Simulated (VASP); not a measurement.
# CdGaC4N4 (Cmmm) in VASP: further runs, part 2 of 2

VASP 6.6.1. Earlier steps stand in the parts before.

## (3) Single point, PBE

This run uses another cell than the first one, of 23.81 Å³/atom.

INCAR

```
SYSTEM = CdGaC4N4
PREC = Accurate
ENCUT = 520
EDIFF = 1E-6
ISMEAR = 0
SIGMA = 0.1
LREAL = .FALSE.
LASPH = .TRUE.
NELM = 80
ALGO = Normal
ISIF = 2
LWAVE = .FALSE.
LCHARG = .FALSE.
GGA = PE
NBANDS = 42
```

KPOINTS

```
regular mesh
0
G
  4 4 4
  0 0 0
```

POSCAR

```
CdGaC4N4
1.0
    3.8340779646     -4.0424466487      0.0000000000
    3.8340779646      4.0424466487      0.0000000000
    0.0000000000      0.0000000000      7.6803835538
Cd Ga C N
1 1 4 4
Direct
    0.5000000000      0.5000000000      0.5000000000
    0.0000000000      0.0000000000      0.0000000000
    0.8131399518      0.8131399518      0.8128121404
    0.1868600482      0.1868600482      0.1871878596
    0.8131399518      0.8131399518      0.1871878596
    0.1868600482      0.1868600482      0.8128121404
    0.7059813655      0.7059813655      0.7044732624
    0.2940186345      0.2940186345      0.2955267376
    0.7059813655      0.7059813655      0.2955267376
    0.2940186345      0.2940186345      0.7044732624
```

Potentials or basis: VASP PAW PBE potentials, release 64 (Cd, Ga_d, C, N).

Command:

```
> cat potpaw_PBE.64/Cd/POTCAR potpaw_PBE.64/Ga_d/POTCAR potpaw_PBE.64/C/POTCAR potpaw_PBE.64/N/POTCAR > POTCAR
> mpirun -np 1 vasp_std > vasp.out
```

OUTCAR:

```text
SYSTEM = CdGaC4N4
   PREC = Accurate
   ENCUT = 520
   EDIFF = 1E-6
   ISMEAR = 0
   LREAL = .FALSE.
   LASPH = .TRUE.
   NELM = 80
   ISIF = 2
   GGA = PE

 ion  position               nearest neighbor table
   1  0.500  0.500  0.500-   7 2.23   8 2.23   9 2.23  10 2.23
   2  0.000  0.000  0.000-   3 2.03   4 2.03   5 2.03   6 2.03
   3  0.813  0.813  0.813-   7 1.17   2 2.03
   4  0.187  0.187  0.187-   8 1.17   2 2.03
   5  0.813  0.813  0.187-   9 1.17   2 2.03
   6  0.187  0.187  0.813-  10 1.17   2 2.03
   7  0.706  0.706  0.704-   3 1.17   1 2.23
   8  0.294  0.294  0.296-   4 1.17   1 2.23
   9  0.706  0.706  0.296-   5 1.17   1 2.23
  10  0.294  0.294  0.704-   6 1.17   1 2.23

  LATTYP: Found a base centered orthorhombic cell.
 ALAT       =     7.6681559292
 B/A-ratio  =     1.0543464911
 C/A-ratio  =     1.0015945978

  Lattice vectors:

 A1 = (   3.8340779646,  -4.0424466487,   0.0000000000)
 A2 = (   3.8340779646,   4.0424466487,   0.0000000000)
 A3 = (   0.0000000000,   0.0000000000,   7.6803835538)

[... 196 lines left out ...]
      1     -19.0611      2.00000
      2     -18.9530      2.00000
      3     -18.9288      2.00000
      4     -18.8960      2.00000
      5     -15.8618      2.00000
      6     -15.8113      2.00000
[... 934 lines left out ...]
     41       4.2624      0.00000
     42       5.5127      0.00000

------------------------ aborting loop because EDIFF is reached ----------------------------------------

  FORCE on cell =-STRESS in cart. coord.  units (eV):
  Direction    XX          YY          ZZ          XY          YZ          ZX
  --------------------------------------------------------------------------------------
  -------------------------------------------------------------------------------------
  Total        1.1140747     -0.0121638      1.1548242     -0.0000000      0.0000000      0.0000000
  in kB        7.4973319     -0.0818578      7.7715618     -0.0000000      0.0000000      0.0000000
  external PRESSURE =       5.0623453 kB  Pullay stress =       0.0000000 kB

 VOLUME and BASIS-vectors are now :
 -----------------------------------------------------------------------------
  energy-cutoff  :      520.00
  volume of cell :      238.08
      direct lattice vectors                 reciprocal lattice vectors
     3.834077965 -4.042446649  0.000000000     0.130409450 -0.123687470  0.000000000
     3.834077965  4.042446649  0.000000000     0.130409450  0.123687470  0.000000000
     0.000000000  0.000000000  7.680383554     0.000000000  0.000000000  0.130201831

 POSITION                                       TOTAL-FORCE (eV/Angst)
 -----------------------------------------------------------------------------------
      3.83408      0.00000      3.84019         0.000000      0.000000      0.000000
      0.00000      0.00000      0.00000         0.000000     -0.000000      0.000000
      6.23528      0.00000      6.24271         0.271493      0.000000      0.289207
      1.43287      0.00000      1.43767        -0.271493      0.000000     -0.289207
      6.23528      0.00000      1.43767         0.271493      0.000000     -0.289207
      1.43287      0.00000      6.24271        -0.271493      0.000000      0.289207
      5.41358      0.00000      5.41062        -0.222626      0.000000     -0.232897
      2.25458      0.00000      2.26976         0.222626      0.000000      0.232897
      5.41358      0.00000      2.26976        -0.222626      0.000000      0.232897
      2.25458      0.00000      5.41062         0.222626      0.000000     -0.232897
 -----------------------------------------------------------------------------------
    total drift:                                0.000000     -0.000000     -0.000000

  FREE ENERGIE OF THE ION-ELECTRON SYSTEM (eV)
  ---------------------------------------------------
  free  energy   TOTEN  =       -67.9920300121 eV

  energy  without entropy=      -67.9623886156  energy(sigma->0) =      -67.97720931
```

Run time: 2.6 min. Hardware: 1 thread of Intel Xeon Platinum 8488C (Sapphire Rapids), shared host; peak memory 0.44 GiB.

What came out:

```yaml
Free_energy: -67.9920 eV
Pressure: 0.5 GPa
Largest_force: 0.397 eV/Å
Band_gap_on_the_k_mesh: zero (an odd number of electrons rules out a gap without spin polarisation)
```

Forces in eV/Å, atoms in the order of the input:
```
Cd   0.000  0.000  0.000
Ga   0.000  0.000  0.000
C    0.271  0.000  0.289
C   -0.271  0.000 -0.289
C    0.271  0.000 -0.289
C   -0.271  0.000  0.289
N   -0.223  0.000 -0.233
N    0.223  0.000  0.233
N   -0.223  0.000  0.233
N    0.223  0.000 -0.233
```

Levels at points of the mesh, in eV from the Fermi level:
```
           k point  band 26  band 27  band 28  band 29  band 30  band 31  band 32  band 33  band 34  band 35
(0.00, 0.00, 0.00)    -4.93    -4.92    -4.82    -4.52    -2.91    -0.25     1.47     1.61     2.50     2.55
(0.50, 0.00, 0.00)    -4.93    -4.79    -4.78    -4.06    -3.52     0.07     1.54     1.82     2.24     2.63
(0.50, 0.50, 0.00)    -4.92    -4.82    -4.75    -4.52    -2.98    -0.28     1.74     1.80     2.67     2.83
(0.00, 0.00, 0.50)    -5.00    -4.78    -4.78    -4.06    -3.49     0.09     1.45     1.72     2.12     2.67
(0.50, 0.00, 0.50)    -4.89    -4.71    -4.70    -4.53    -3.80     0.10     1.86     2.27     2.38     2.76
(0.50, 0.50, 0.50)    -4.78    -4.77    -4.74    -4.09    -3.58     0.06     1.67     1.90     2.30     2.43
```

Caveat: an odd number of electrons without spin polarisation forces a metal; a magnetic or distorted state may lie lower.

## (4) Relaxation of cell and atoms, PBE

INCAR

```
PREC     = Accurate       # precision mode
ENCUT    = 600            # plane-wave cutoff, eV
EDIFF    = 1E-7           # SCF threshold, eV
ISMEAR   = 0              # smearing method
SIGMA    = 0.1            # smearing width, eV
LREAL    = F              # projectors in reciprocal space
LASPH    = T              # aspherical terms in the spheres
NELM     = 80             # most SCF steps
ALGO     = Normal         # electronic algorithm
ISIF     = 3              # what is computed and relaxed
LWAVE    = F              # write WAVECAR
LCHARG   = F              # write CHGCAR
GGA      = PE             # functional
IBRION   = 2              # ionic algorithm
NSW      = 90             # ionic steps
EDIFFG   = -0.04          # ionic threshold
```

KPOINTS

```
regular mesh
0
Gamma
  4 4 4
```

POSCAR

```
CdGaC4N4
1.0
    3.6511458600     -4.0859031500      0.0000000000
    3.6511458600      4.0859031500      0.0000000000
    0.0000000000      0.0000000000      7.3022917300
Cd Ga C N
1 1 4 4
Direct
    0.5000000000      0.5000000000      0.5000000000
    0.0000000000      0.0000000000      0.0000000000
    0.8164036000      0.8164036000      0.8164036000
    0.1835964000      0.1835964000      0.1835964000
    0.8164036000      0.8164036000      0.1835964000
    0.1835964000      0.1835964000      0.8164036000
    0.7031083600      0.7031083600      0.7031083600
    0.2968916400      0.2968916400      0.2968916400
    0.7031083600      0.7031083600      0.2968916400
    0.2968916400      0.2968916400      0.7031083600
```

Command:

```
> cat potpaw_PBE.64/Cd/POTCAR potpaw_PBE.64/Ga_d/POTCAR potpaw_PBE.64/C/POTCAR potpaw_PBE.64/N/POTCAR > POTCAR
> mpirun -np 1 vasp_std > vasp.out
```

It took 29 min on 1 thread of Intel Xeon Platinum 8488C (Sapphire Rapids), shared host; peak memory 0.55 GiB.

Results (log left out):

- Free energy: -67.9909 eV
- Relaxed volume: 24.15 Å³/atom
- Relaxed cell: a = 5.608 Å, b = 5.608 Å, c = 7.693 Å, α = 90.00°, β = 90.00°, γ = 93.40°
- Space group after relaxing (to 0.1 Å): Cmmm (No. 65)
- Energy gained by relaxing: 99.1 meV/atom
- Ionic steps: 16
- Pressure after relaxing: -0.2 GPa
- Largest force after relaxing: 0.036 eV/Å
- Band gap on the k mesh: zero (an odd number of electrons rules out a gap without spin polarisation)

Forces on the atoms (eV/Å):
```
Cd   0.000  0.000  0.000
Ga   0.000  0.000  0.000
C    0.006  0.000  0.004
C   -0.006  0.000 -0.004
C    0.006  0.000 -0.004
C   -0.006  0.000  0.004
N    0.033  0.000  0.013
N   -0.033  0.000 -0.013
N    0.033  0.000 -0.013
N   -0.033  0.000  0.013
```

Stress tensor (GPa, compression positive):
```
-0.22  0.00  0.00
 0.00 -0.05  0.00
 0.00  0.00 -0.19
```

The path:
```tsv
step	energy change (eV)	largest force (eV/Å)	pressure (GPa)	volume (Å³)
1	0.0000	1.8505	8.52	217.87
2	0.4425	9.4409	4.06	255.92
3	-0.7179	3.4365	5.41	233.17
4	-0.5216	3.8091	-6.01	253.25
5	-0.9891	0.1016	-0.14	241.50
6	-0.9892	0.1259	-0.03	241.32
7	-0.9891	0.1840	0.06	241.16
8	-0.9897	0.0864	0.11	240.76
9	-0.9897	0.0696	0.11	240.69
10	-0.9901	0.0964	0.04	240.83
11	-0.9905	0.2028	-0.18	241.22
12	-0.9907	0.1909	-0.18	241.25
13	-0.9909	0.1549	-0.18	241.33
14	-0.9913	0.0833	-0.18	241.50
15	-0.9913	0.0494	-0.18	241.58
16	-0.9914	0.0359	-0.15	241.53
```

Final structure:
```yaml
crystal:
  lattice:
    - [3.84612, -4.08134, 0.00000]
    - [3.84612, 4.08134, 0.00000]
    - [0.00000, 0.00000, 7.69337]
  atoms:
    - { symbol: Cd, position: [0.50000, 0.50000, 0.50000] }
    - { symbol: Ga, position: [0.00000, 0.00000, 0.00000] }
    - { symbol: C, position: [0.81319, 0.81319, 0.81326] }
    - { symbol: C, position: [0.18681, 0.18681, 0.18674] }
    - { symbol: C, position: [0.81319, 0.81319, 0.18674] }
    - { symbol: C, position: [0.18681, 0.18681, 0.81326] }
    - { symbol: N, position: [0.70559, 0.70559, 0.70520] }
    - { symbol: N, position: [0.29441, 0.29441, 0.29480] }
    - { symbol: N, position: [0.70559, 0.70559, 0.29480] }
    - { symbol: N, position: [0.29441, 0.29441, 0.70520] }
```

Levels at points of the mesh, in eV from the Fermi level:
| k point | band 28 | band 29 | band 30 | band 31 | band 32 | band 33 |
| --- | --- | --- | --- | --- | --- | --- |
| (0.00, 0.00, 0.00) | -4.80 | -4.49 | -2.93 | -0.25 | 1.43 | 1.59 |
| (0.50, 0.00, 0.00) | -4.74 | -4.08 | -3.53 | 0.07 | 1.54 | 1.80 |
| (0.50, 0.50, 0.00) | -4.73 | -4.49 | -3.00 | -0.28 | 1.70 | 1.76 |
| (0.00, 0.00, 0.50) | -4.75 | -4.08 | -3.50 | 0.09 | 1.45 | 1.71 |
| (0.50, 0.00, 0.50) | -4.68 | -4.57 | -3.81 | 0.10 | 1.86 | 2.25 |
| (0.50, 0.50, 0.50) | -4.72 | -4.11 | -3.57 | 0.06 | 1.66 | 1.88 |

Caveat: an odd number of electrons without spin polarisation forces a metal; a magnetic or distorted state may lie lower.

## (5) Overview

```tsv
task	cell	cutoff (eV)	gap on the mesh (eV)	pressure (GPa)	largest force (eV/Å)
single point	a = 5.480, b = 5.480, c = 7.302 Å, angles 90.0, 90.0, 96.4°, 10 atoms, atomic positions A	520	none	8.6	1.83
single point	a = 5.571, b = 5.571, c = 7.680 Å, angles 90.0, 90.0, 93.0°, 10 atoms, atomic positions B	520	none	0.5	0.40
relaxation of cell and atoms	relaxed from a = 5.480, b = 5.480, c = 7.302 Å, angles 90.0, 90.0, 96.4°, 10 atoms, atomic positions A	600	none	-0.2	0.04
```

Alike in all rows: level PBE; potentials or basis VASP PAW PBE potentials, release 64 (Cd, Ga_d, C, N); no spin polarisation; k mesh 4 × 4 × 4; smearing gaussian 0.1 eV.

Caveats: an odd number of electrons without spin polarisation forces a metal; a magnetic or distorted state may lie lower; the stress differs along the axes, from -0 to 13 GPa (at least some runs).

Total energies depend on the potentials used, so only differences within one code and one set of settings carry meaning.
